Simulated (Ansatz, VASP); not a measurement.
# InSb: VASP beside Ansatz

File INCAR:

```
ALGO = Normal
EDIFF = 1E-6
ENCUT = 520
GGA = PS
ISIF = 2
ISMEAR = 0
LASPH = True
LCHARG = False
LREAL = False
LWAVE = False
NBANDS = 16
NELM = 80
PREC = Accurate
SIGMA = 0.15
```

File KPOINTS:

```
k-points
0
Gamma
  16 16 16
```

The input POSCAR:

```
InSb
1.0
    0.0000000000      2.9991347352      3.5207233848
    2.9991347352      0.0000000000      3.5207233848
    2.9991347352      2.9991347352      0.0000000000
In Sb
1 1
Direct
    0.0000000000      0.0000000000      0.0000000000
    0.7500000000      0.7500000000      0.7500000000
```

Input for Ansatz:

```yaml
crystal:
  lattice:
    - [0.0, 2.9991347352, 3.5207233848]
    - [2.9991347352, 0.0, 3.5207233848]
    - [2.9991347352, 2.9991347352, 0.0]
  atoms:
    - { symbol: In, position: [0.0, 0.0, 0.0] }
    - { symbol: Sb, position: [0.75, 0.75, 0.75] }
basis:
  ecutwfc: 420
kpoints:
  mp_grid: { grid: [16, 16, 16] }
hamiltonian:
  xc: pbesol
scf:
  occupations: { method: gaussian, width: 0.15 }
output:
  forces: true
  stress: true
  eigenvalues: true
```

Change from the starting cell: strain -0.080 along x and y, +0.080 along z, atoms carried along.

Alike in both runs: task single point; functional PBEsol; k mesh 16 × 16 × 16; occupations gaussian, width 0.15 eV; no spin polarisation.

|  | VASP | Ansatz |
| --- | --- | --- |
| version | VASP 6.6.1 | Ansatz 0.2.0 |
| potentials or method | VASP PAW PBE potentials, release 64 (In_d, Sb), cutoff 520 eV | scalar-relativistic, plane waves, PAW |
| valence electrons in the cell | 18 | 28 |

```tsv
	VASP	Ansatz	Ansatz less VASP
gap on the k mesh at the Fermi level (eV)	none	none	-
pressure (GPa)	4.3	4.3	-0.02
traceless stress, the component that is largest in VASP (GPa)	-3.78	-3.78	+0.004
```

VASP's potentials were made for PBE, not for PBEsol. A gap of «none» marks a metal or a gap that the smearing closes. The functional is the same, so the differences come from potentials, cutoffs and numerics. VASP's potentials hold 18 valence electrons a cell and Ansatz's 28, so a difference there can come from the potentials and not from the codes.

Neither program's run includes spin-orbit coupling.
